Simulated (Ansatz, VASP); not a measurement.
# Cd: VASP beside Ansatz

Contents of INCAR:

```
SYSTEM = Cd
ALGO = Normal
DIPOL = 0.5 0.5 0.500
EDIFF = 1E-7
ENCUT = 520
IDIPOL = 3
ISIF = 2
ISMEAR = -1
LASPH = .TRUE.
LCHARG = .FALSE.
LDIPOL = .TRUE.
LREAL = .FALSE.
LWAVE = .FALSE.
NBANDS = 19
NELM = 60
PREC = Accurate
SIGMA = 0.08
```

Contents of KPOINTS:

```
k-points
0
G
  13 13 1
  0 0 0
```

The input POSCAR:

```
Cd
1.0
    2.9258525262      0.0000000000      0.0000000000
   -1.4629262631      2.5338626154      0.0000000000
    0.0000000000      0.0000000000     18.6812000000
Cd
2
Direct
    0.8333333330      0.1666666670      0.4282369148
    0.1666666670      0.8333333330      0.5717630852
```

Input for Ansatz:

```yaml
crystal:
  lattice:
    - [2.9258525262, 0.0, 0.0]
    - [-1.4629262631, 2.5338626154, 0.0]
    - [0.0, 0.0, 18.6812]
  atoms:
    - { symbol: Cd, position: [0.833333333, 0.166666667, 0.4282369148] }
    - { symbol: Cd, position: [0.166666667, 0.833333333, 0.5717630852] }
kpoints:
  mp_grid: { grid: [13, 13, 1] }
scf:
  occupations: { method: fermi_dirac, width: 0.08 }
hamiltonian:
  xc: lda
  pseudopotentials: { kind: all_electron, lapw: { basis_error: 0.001 } }
output:
  forces: true
  stress: true
  eigenvalues: true
  populations: true
  dos: { projected: true, de: 0.2, e_range: [-14, 8] }
efield:
  axis: 3
  amplitude: 0
  dipole_correction: true
```

Alike in both runs: task single point; functional LDA; k mesh 13 × 13 × 1; occupations fermi-dirac, width 0.08 eV; no spin polarisation.

|  | VASP | Ansatz |
| --- | --- | --- |
| version | VASP 6.6.1 | Ansatz 0.2.0 |
| potentials or method | VASP PAW LDA potentials, release 64 (Cd), cutoff 520 eV | all-electron LAPW, scalar-relativistic |

```tsv
	VASP	Ansatz	Ansatz less VASP
rms of the force components (eV/Å)	0.001	0.013	+0.0127
```

LDA's correlation is that of Perdew and Zunger in VASP and of Perdew and Wang (1992) in Ansatz. Atom by atom the forces differ by 0.014 eV/Å (rms over components). Ansatz ran all-electron here, and VASP with PAW potentials.
